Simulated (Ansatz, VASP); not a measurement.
Two plane-wave programs on Nb2B

```
CELL_PARAMETERS angstrom
3.31043 0.00000 0.00000
-1.65521 2.86691 0.00000
0.00000 0.00000 3.78043
ATOMIC_POSITIONS crystal
Nb 0.33333 0.66667 0.50000
Nb 0.66667 0.33333 0.50000
B 0.00000 0.00000 0.00000
```

Change from the starting cell: species swapped into the MgB2 type (P6/mmm, No. 191).

Alike in both runs: task relaxation of cell and atoms; functional PBE; k mesh 6 × 6 × 4; occupations gaussian, width 0.1 eV; no spin polarisation.

|  | VASP | Ansatz |
| --- | --- | --- |
| version | VASP 6.6.1 | Ansatz 0.2.0 |
| potentials or method | VASP PAW PBE potentials, release 64 (Nb_sv, B), cutoff 600 eV | scalar-relativistic, plane waves, PAW |
| valence electrons in the cell | 29 | 29 |

```tsv
	VASP	Ansatz	Ansatz less VASP
gap on the k mesh at the Fermi level, each at its own relaxed structure (eV)	none	none	-
relaxed volume (Å³/atom)	14.92	14.97	+0.057
relaxed cell length with the largest relative difference (Å)	4.382	4.388	+0.0060
```

A gap of «none» marks a metal or a gap that the smearing closes.

The k mesh is coarse, so the values compare programs but aren't converged. Noted on VASP's run: the volume moved by over 15 % at a fixed basis, so the end points are rough.
